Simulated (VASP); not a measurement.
# TiO2 (P2_1/m) in VASP: notebook

Runs on TiO2. Level: PBEsol. Tasks: single point.

All numbers are computed with VASP 6.6.1; they aren't measurements. Logs are shortened: lines on timing, memory, paths and dates and some standing lists are left out, and cuts for length are marked.

### 1 The cell of the first run

It takes space group P2_1/m (No. 11, monoclinic). The conventional cell has a = 3.771 Å, b = 3.771 Å, c = 9.576 Å, α = 90.00°, β = 94.52°, γ = 90.00°. Ti (site symmetry m) has 6 O at 1.93 to 2.12 Å within 2.6 Å. Within 2.6 Å of Ti (site symmetry m) lie 6 O at 1.93 to 1.98 Å. Within 2.6 Å of O (site symmetry m) lie 3 Ti at 1.93 to 1.98 Å and 2 O at 2.46 Å. O (site symmetry m) has 3 Ti at 1.93 to 2.12 Å and 2 O at 2.57 Å within 2.6 Å. O (site symmetry m) has 3 Ti at 1.93 to 1.98 Å and 2 O at 2.46 Å within 2.6 Å. O (site symmetry m) has 3 Ti at 1.93 to 1.98 Å and 2 O at 2.46 Å within 2.6 Å.

### 2 Single point, PBEsol

Input file INCAR:

```
SYSTEM = TiO2
ALGO = Normal
EDIFF = 1E-6
ENCUT = 520
GGA = PS
ISIF = 2
ISMEAR = 0
LASPH = .True.
LCHARG = .False.
LREAL = .False.
LWAVE = .False.
NBANDS = 60
NELM = 60
PREC = Accurate
SIGMA = 0.05
```

Input file KPOINTS:

```
k-points
0
Gamma
  7 7 3
  0 0 0
```

Input file POSCAR:

```
TiO2
1.0
   -3.7706690430      0.0000000000      0.0000000000
    0.0000000000     -3.7706690430      0.0000000000
   -0.7541338086      0.0000000000      9.5463353711
Ti O
4 8
Direct
   -0.1750000000      0.0000000000      0.8750000000
    0.4250000000      0.5000000000      0.3750000000
    0.3750000000      0.0000000000      0.6250000000
   -0.0250000000      0.5000000000      0.1250000000
    0.3834760667      0.5000000000      0.5826196664
    0.9834760667      1.0000000000      0.0826196664
    0.3334760667      0.0000000000      0.8326196664
    0.9334760667      0.5000000000      0.3326196664
    0.4165239333      0.0000000000      0.4173803336
   -0.1834760667      0.5000000000      0.9173803336
   -0.1334760667      0.0000000000      0.6673803336
    0.4665239333      0.5000000000      0.1673803336
```

Potentials or basis: VASP PAW PBE potentials, release 64 (Ti_sv, O).

Run with:

```sh
cat potpaw_PBE.64/Ti_sv/POTCAR potpaw_PBE.64/O/POTCAR > POTCAR
mpirun -np 1 vasp_std > vasp.out
```

OUTCAR:

```text
SYSTEM = TiO2
   EDIFF = 1E-6
   ENCUT = 520
   GGA = PS
   ISIF = 2
   ISMEAR = 0
   LASPH = .True.
   LREAL = .False.
   NELM = 60
   PREC = Accurate

 ion  position               nearest neighbor table
   1  0.825  0.000  0.875-   7 1.93  10 1.93  10 1.93   7 1.93  11 1.98   6 2.12
   2  0.425  0.500  0.375-   8 1.93   9 1.93   9 1.93   8 1.93  12 1.98   5 1.98
   3  0.375  0.000  0.625-  11 1.93   5 1.93   5 1.93  11 1.93   9 1.98   7 1.98
   4  0.975  0.500  0.125-  12 1.93   6 1.93   6 1.93  12 1.93   8 1.98  10 2.12
   5  0.383  0.500  0.583-   3 1.93   3 1.93   2 1.98
   6  0.983  0.000  0.083-   4 1.93   4 1.93   1 2.12
   7  0.333  0.000  0.833-   1 1.93   1 1.93   3 1.98
   8  0.933  0.500  0.333-   2 1.93   2 1.93   4 1.98
   9  0.417  0.000  0.417-   2 1.93   2 1.93   3 1.98
  10  0.817  0.500  0.917-   1 1.93   1 1.93   4 2.12
  11  0.867  0.000  0.667-   3 1.93   3 1.93   1 1.98
  12  0.467  0.500  0.167-   4 1.93   4 1.93   2 1.98

  LATTYP: Found a simple monoclinic cell.
 ALAT       =     3.7706690430
 B/A-ratio  =     1.0000000000
 C/A-ratio  =     2.5396225883
 COS(beta)  =    -0.0787518590

  Lattice vectors:

 A1 = (  -3.7706690430,   0.0000000000,   0.0000000000)
 A2 = (   0.0000000000,   3.7706690430,   0.0000000000)
 A3 = (   0.7541338086,   0.0000000000,  -9.5463353711)

Analysis of symmetry for initial positions (statically):
=====================================================================
 Subroutine PRICEL returns:
 Original cell was already a primitive cell.

 Routine SETGRP: Setting up the symmetry group for a
 simple monoclinic supercell.

 Subroutine GETGRP returns: Found  4 space group operations
 (whereof  2 operations were pure point group operations)
 out of a pool of  4 trial point group operations.

The static configuration has the point symmetry C_1h.
 The point group associated with its full space group is C_2h.

Analysis of symmetry for dynamics (positions and initial velocities):
=====================================================================
 Subroutine PRICEL returns:
 Original cell was already a primitive cell.

 Routine SETGRP: Setting up the symmetry group for a
 simple monoclinic supercell.

 Subroutine GETGRP returns: Found  4 space group operations
 (whereof  2 operations were pure point group operations)
 out of a pool of  4 trial point group operations.

The dynamic configuration has the point symmetry C_1h.
 The point group associated with its full space group is C_2h.

 Subroutine INISYM returns: Found  4 space group operations
 (whereof  2 operations are pure point group operations),
 and found     1 'primitive' translations

----------------------------------------------------------------------------------------

                                     Primitive cell

  volume of cell :     135.7293

  direct lattice vectors                    reciprocal lattice vectors
    -3.770669043  0.000000000  0.000000000    -0.265204925  0.000000000 -0.020950448
     0.000000000 -3.770669043  0.000000000     0.000000000 -0.265204925  0.000000000
    -0.754133809  0.000000000  9.546335371     0.000000000  0.000000000  0.104752239

  length of vectors
     3.770669043  3.770669043  9.576076275     0.266031151  0.265204925  0.104752239

  position of ions in fractional coordinates (direct lattice)
     0.825000000  0.000000000  0.875000000
     0.425000000  0.500000000  0.375000000
     0.375000000  0.000000000  0.625000000
     0.975000000  0.500000000  0.125000000
     0.383476067  0.500000000  0.582619666
     0.983476067  0.000000000  0.082619666
     0.333476067  0.000000000  0.832619666
     0.933476067  0.500000000  0.332619666
     0.416523933  0.000000000  0.417380334
     0.816523933  0.500000000  0.917380334
     0.866523933  0.000000000  0.667380334
     0.466523933  0.500000000  0.167380334

  ion indices of the primitive-cell ions
   primitive index   ion index
                 1           1
                 2           2
                 3           3
                 4           4
                 5           5
                 6           6
                 7           7
                 8           8
                 9           9
                10          10
                11          11
                12          12

----------------------------------------------------------------------------------------

 KPOINTS: k-points

Automatic generation of k-mesh.
 Grid dimensions read from file:
 generate k-points for:    7    7    3

 Generating k-lattice:

  Cartesian coordinates                     Fractional coordinates (reciprocal lattice)
    -0.037886418  0.000000000 -0.002992921     0.142857143  0.000000000  0.000000000
     0.000000000 -0.037886418  0.000000000     0.000000000  0.142857143  0.000000000
     0.000000000  0.000000000  0.034917413     0.000000000  0.000000000  0.333333333

  Length of vectors
     0.038004450  0.037886418  0.034917413

  Shift w.r.t. Gamma in fractional coordinates (k-lattice)
     0.000000000  0.000000000  0.000000000

 Subroutine IBZKPT returns following result:
 ===========================================

 Found     44 irreducible k-points:

 Following reciprocal coordinates:
            Coordinates               Weight
  0.000000  0.000000  0.000000      1.000000
  0.142857  0.000000  0.000000      2.000000
  0.285714  0.000000  0.000000      2.000000
  0.428571  0.000000  0.000000      2.000000
  0.000000  0.142857  0.000000      2.000000
  0.142857  0.142857  0.000000      4.000000
[... 16 lines left out ...]
 -0.142857  0.000000  0.333333      2.000000
  0.000000  0.142857  0.333333      4.000000
 [... further k-points ...]
   k-points           NKPTS =     44   k-points in BZ     NKDIM =     44   number of bands    NBANDS=     60
   number of dos      NEDOS =    301   number of ions     NIONS =     12
   total plane-waves  NPLWV =  56448
   dimension x,y,z NGX =    28 NGY =   28 NGZ =   72
   dimension x,y,z NGXF=    56 NGYF=   56 NGZF=  144
   ions per type =               4   8
   NGX,Y,Z   is equivalent  to a cutoff of  12.34, 12.34, 12.50 a.u.
   NGXF,Y,Z  is equivalent  to a cutoff of  24.69, 24.69, 25.00 a.u.
 SYSTEM =  TiO2
   PREC   = accura    normal or accurate (medium, high low for compatibility)
   ISTART =      0    job   : 0-new  1-cont  2-samecut
   ICHARG =      2    charge: 1-file 2-atom 10-const
   ISPIN  =      1    spin polarized calculation?
   LNONCOLLINEAR =      F non collinear calculations
   LSORBIT =      F    spin-orbit coupling
   LASPH  =      T    aspherical Exc in radial PAW
   ENCUT  =  520.0 eV  38.22 Ry    6.18 a.u.   7.01  7.01 17.81*2*pi/ulx,y,z
   NELM   =     60;   NELMIN=  2; NELMDL= -5     # of ELM steps
   EDIFF  = 0.1E-05   stopping-criterion for ELM
   LREAL  =      F    real-space projection
   EDIFFG = 0.1E-04   stopping-criterion for IOM
   NSW    =      0    number of steps for IOM
   IBRION =     -1    ionic relax: 0-MD 1-quasi-New 2-CG
   NFREE  =      0    steps in history (QN), initial steepest desc. (CG)
   ISIF   =      2    stress and relaxation
   ISYM   =      2    0-nonsym 1-usesym 2-fastsym
   POTIM  = 0.5000    time-step for ionic-motion
   TEBEG  =    0.0;   TEEND  =   0.0 temperature during run
   PSTRESS=    0.0 pullay stress
   NELECT =      96.0000    total number of electrons
   NUPDOWN=      -1.0000    fix difference up-down
   EMIN   =  10.00;   EMAX   =-10.00  energy-range for DOS
   EFERMI =   0.00;   METHOD = LEGACY
   ISMEAR =     0;   SIGMA  =   0.05  broadening in eV -4-tet -1-fermi 0-gaus
   EFERMI_NEDOS =   21; number of points for ismear=-14 and -15
   IALGO  =     38    algorithm
   IMIX   =      4    mixing-type and parameters
     AMIX     =   0.40;   BMIX     =  1.00
     AMIX_MAG =   1.60;   BMIX_MAG =  1.00
  volume/ion in A,a.u.               =      11.31        76.33
  Fermi-wavevector in a.u.,A,eV,Ry     =   1.458615  2.756383 28.947188  2.127558
  Thomas-Fermi vector in A             =   2.575279
   LORBIT       =      0    0 simple, 1 ext, 2 COOP (PROOUT), +10 PAW based schemes
   GGA     = PS    functional components
   LHFCALC =     F    Hartree Fock is set to
   AEXX    =    0.0000 exact exchange contribution
   IVDW    =     0    specifies the selected vdW correction
   LEPSILON=     F    determine dielectric tensor
   LRPA    =     F    only Hartree local field effects (RPA)
 non-spin polarized calculation
 Gauss-broadening in eV      SIGMA  =   0.05
  energy-cutoff  :      520.00
  volume of cell :      135.73
 maximum number of plane-waves:      3674
   NGX = 15   NGY = 15   NGZ = 35

 number of electron      95.9999963 magnetization

 Free energy of the ion-electron system (eV)
  ---------------------------------------------------
  ext. energy  EPLUGINS =         0.00000000
  ---------------------------------------------------
  free energy    TOTEN  =      -112.08412974 eV

  energy without entropy =     -112.08412974  energy(sigma->0) =     -112.08412974

 E-fermi :   3.7183     XC(G=0): -11.0594

 val. band max:        3.4813582811   @ k =   0.4286   0.4286   0.0000
 cond. band min:       5.4760385731   @ k =   0.0000   0.0000   0.0000
 fundamental gap:      1.9946802920
 Fermi energy:         3.7183354914

 k-point     1 :       0.0000    0.0000    0.0000
  band No.  band energies     occupation
      1     -52.7855      2.00000
      2     -52.7616      2.00000
      3     -52.7537      2.00000
      4     -52.7259      2.00000
      5     -29.3533      2.00000
      6     -29.2004      2.00000
[... 52 lines left out ...]
     59       7.5852      0.00000
     60       7.6040      0.00000

 k-point     2 :       0.1429    0.0000    0.0000
  band No.  band energies     occupation
      1     -52.7835      2.00000
      2     -52.7598      2.00000
      3     -52.7548      2.00000
      4     -52.7268      2.00000
      5     -29.3532      2.00000
      6     -29.2217      2.00000
[... 1383 lines left out ...]
      4     -52.7292      2.00000
      5     -29.3325      2.00000
      6     -29.2660      2.00000
[... 52 lines left out ...]
     59       7.4824      0.00000
     60       7.6139      0.00000

 [... further k-points ...]

------------------------ aborting loop because EDIFF is reached ----------------------------------------

  FORCE on cell =-STRESS in cart. coord.  units (eV):
  Direction    XX          YY          ZZ          XY          YZ          ZX
  --------------------------------------------------------------------------------------
  -------------------------------------------------------------------------------------
  Total        0.6528968     -2.9418108     -1.8308929      0.0000000      0.0000000      3.2274437
  in kB        7.7069338    -34.7257637    -21.6122510      0.0000000      0.0000000     38.0974355
  external PRESSURE =     -16.2103603 kB  Pullay stress =       0.0000000 kB

 VOLUME and BASIS-vectors are now :
 -----------------------------------------------------------------------------
  energy-cutoff  :      520.00
  volume of cell :      135.73
      direct lattice vectors                 reciprocal lattice vectors
    -3.770669043  0.000000000  0.000000000    -0.265204925  0.000000000 -0.020950448
     0.000000000 -3.770669043  0.000000000     0.000000000 -0.265204925  0.000000000
    -0.754133809  0.000000000  9.546335371     0.000000000  0.000000000  0.104752239

 POSITION                                       TOTAL-FORCE (eV/Angst)
 -----------------------------------------------------------------------------------
     -3.77067      0.00000      8.35304        -0.185676      0.000000      0.317298
     -1.88533     -1.88533      3.57988         0.015956      0.000000     -0.120708
     -1.88533      0.00000      5.96646        -0.015956      0.000000      0.120708
     -3.77067     -1.88533      1.19329         0.185676      0.000000     -0.317298
     -1.88533     -1.88533      5.56188         0.006934      0.000000      0.013849
     -3.77067      0.00000      0.78872         0.319298      0.000000     -0.489666
     -1.88533      0.00000      7.94847        -0.483643      0.000000     -0.475367
     -3.77067     -1.88533      3.17530         0.084982      0.000000     -0.285170
     -1.88533      0.00000      3.98445        -0.006934      0.000000     -0.013849
     -3.77067     -1.88533      8.75762        -0.319298      0.000000      0.489666
     -3.77067      0.00000      6.37104        -0.084982      0.000000      0.285170
     -1.88533     -1.88533      1.59787         0.483643      0.000000      0.475367
 -----------------------------------------------------------------------------------
    total drift:                                0.000002     -0.000000     -0.000024

  FREE ENERGIE OF THE ION-ELECTRON SYSTEM (eV)
  ---------------------------------------------------
  free  energy   TOTEN  =      -112.0841297441 eV

  energy  without entropy=     -112.0841297441  energy(sigma->0) =     -112.08412974
```

Run time: 3 min. Hardware: 1 thread of Intel Xeon 6975P-C (Granite Rapids), shared host; peak memory 0.38 GiB.

What came out:

```
Free energy            : -112.0841 eV
Pressure               : -1.6 GPa
Largest force          : 0.678 eV/Å
Band gap on the k mesh : 1.99 eV, indirect (least direct gap 2.25 eV)
```

Forces in eV/Å, atoms in the order of the input:
```
Ti  -0.186  0.000  0.317
Ti   0.016  0.000 -0.121
Ti  -0.016  0.000  0.121
Ti   0.186  0.000 -0.317
O    0.007  0.000  0.014
O    0.319  0.000 -0.490
O   -0.484  0.000 -0.475
O    0.085  0.000 -0.285
O   -0.007  0.000 -0.014
O   -0.319  0.000  0.490
O   -0.085  0.000  0.285
O    0.484  0.000  0.475
```

Levels at points of the mesh, in eV from the valence-band top:
```tsv
k point	band 46	band 47	band 48	band 49	band 50	band 51
(0.00, 0.00, 0.00)	-0.53	-0.33	-0.25	1.99	2.24	2.41
```

Caveat: the PAW data sets were made with another functional, which shifts forces and pressure a little. Expect the measured gap to be larger: semilocal functionals such as PBEsol lack the derivative discontinuity.

### 3 Single point, PBEsol

Input file INCAR:

```
ALGO = Normal ; EDIFF = 1E-7
ENCUT = 520 ; GGA = PS
ISIF = 2 ; ISMEAR = 0
LASPH = T ; LCHARG = T
LELF = T ; LREAL = F
LVHAR = T ; LWAVE = F
NBANDS = 60 ; NELM = 100
PREC = Accurate ; SIGMA = 0.05
```

Input file KPOINTS:

```
k-points
0
Gamma
  7 7 3
```

Input file POSCAR:

```
TiO2
1.0
   -3.7706690430      0.0000000000      0.0000000000
    0.0000000000     -3.7706690430      0.0000000000
   -1.5082676172      0.0000000000      9.5463353711
Ti O
4 8
Direct
   -0.3500000000      0.0000000000      0.8750000000
    0.3500000000      0.5000000000      0.3750000000
    0.2500000000      0.0000000000      0.6250000000
   -0.0500000000      0.5000000000      0.1250000000
    0.2669521334      0.5000000000      0.5826196664
    0.9669521334      1.0000000000      0.0826196664
    0.1669521334      0.0000000000      0.8326196664
    0.8669521334      0.5000000000      0.3326196664
    0.3330478666      0.0000000000      0.4173803336
   -0.3669521334      0.5000000000      0.9173803336
   -0.2669521334      0.0000000000      0.6673803336
    0.4330478666      0.5000000000      0.1673803336
```

Potentials or basis: VASP PAW PBE potentials, release 64 (Ti_sv, O).

Run with:

```sh
cat potpaw_PBE.64/Ti_sv/POTCAR potpaw_PBE.64/O/POTCAR > POTCAR
mpirun -np 1 vasp_std > vasp.out
```

Run time: 3.2 min. Hardware: 1 thread of Intel Xeon 6975P-C (Granite Rapids), shared host; peak memory 0.38 GiB.

Results (log left out):

| Property | Result |
| --- | --- |
| Free energy | -111.0300 eV |
| Pressure | -3.5 GPa |
| Largest force | 1.324 eV/Å |
| Band gap on the k mesh | 1.91 eV, indirect (least direct gap 2.19 eV) |

Forces in eV/Å, atoms in the order of the input:
```
Ti  -0.306  0.000 -0.015
Ti   0.008  0.000 -0.178
Ti  -0.008  0.000  0.178
Ti   0.306  0.000  0.015
O    0.005  0.000  0.028
O    0.432  0.000 -0.030
O   -0.355  0.000 -1.276
O    0.046  0.000 -0.551
O   -0.005  0.000 -0.028
O   -0.432  0.000  0.030
O   -0.046  0.000  0.551
O    0.355  0.000  1.276
```

Stress tensor (GPa, compression positive):
```
-2.16  0.00  3.48
 0.00 -8.89  0.00
 3.48  0.00  0.55
```

Levels at points of the mesh, in eV from the valence-band top:
```csv
k point,band 44,band 45,band 46,band 47,band 48,band 49,band 50,band 51,band 52,band 53
"(0.00, 0.00, 0.00)",-0.54,-0.44,-0.44,-0.41,-0.33,1.97,2.03,2.48,2.52,3.52
```

Caveat: the PAW data sets were made with another functional, which shifts forces and pressure a little. As with any semilocal functional, this PBEsol gap is likely too small.
